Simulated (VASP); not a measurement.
Write the native input for VASP 6.6.1 that does the following.

| Property | Result |
| --- | --- |
| Task | single point |
| Functional | PBE |
| Potentials or basis | VASP PAW PBE potentials, release 64 (Gd) |
| Cutoff | 520 eV |
| k mesh | 12 × 12 × 7 |
| Occupations | fermi-dirac, width 0.05 eV |
| Spin | collinear spin, ferromagnetic start |
| Starting moments | [7.0, 7.0] μB |
| Dipole correction | no |
| Further INCAR settings | ALGO = Normal; EDIFF = 1e-06; NBANDS = 29 |

The structure of Gd lies in POSCAR:

```
Gd
1.0
    3.6729153659      0.0000000000      0.0000000000
   -1.8364576830      3.1808380129      0.0000000000
    0.0000000000      0.0000000000      5.6669480000
Gd
2
Direct
    0.3333333333      0.6666666667      0.2500000000
    0.6666666667      0.3333333333      0.7500000000
```

This cell differs from its parent crystal: z stretched by -2 % at fixed volume.

These files were run (other wordings do the same):

INCAR

```
  PREC = Accurate
  ENCUT = 520
  EDIFF = 1E-6
  ISMEAR = -1
  SIGMA = 0.05
  LREAL = False
  LASPH = True
  NELM = 150
  ALGO = Normal
  ISIF = 2
  LWAVE = False
  LCHARG = True
  ISPIN = 2
  MAGMOM = 7 7
  LORBIT = 11
  LMAXMIX = 6
  GGA = PE
  LELF = True
  LVHAR = True
  NBANDS = 29
```

KPOINTS

```
regular mesh
0
Gamma
  12 12 7
```

Potentials or basis: VASP PAW PBE potentials, release 64 (Gd).

Launch:

```console
$ cat potpaw_PBE.64/Gd/POTCAR > POTCAR
$ mpirun -np 1 vasp_std > vasp.out
```

Results of the run:

```yaml
Pressure: -0.9 GPa
Net_moment: 15.27 μB per cell
Site_moments: Gd +7.00 μB
Valence_electrons_inside_the_program's_atomic_spheres: Gd 15.19
```

Wall time 20 min on 1 thread of Intel(R) Xeon(R) Platinum 8175M CPU @ 2.50GHz (Skylake/Cascade Lake), with other jobs on the host, peak memory 0.36 GiB.
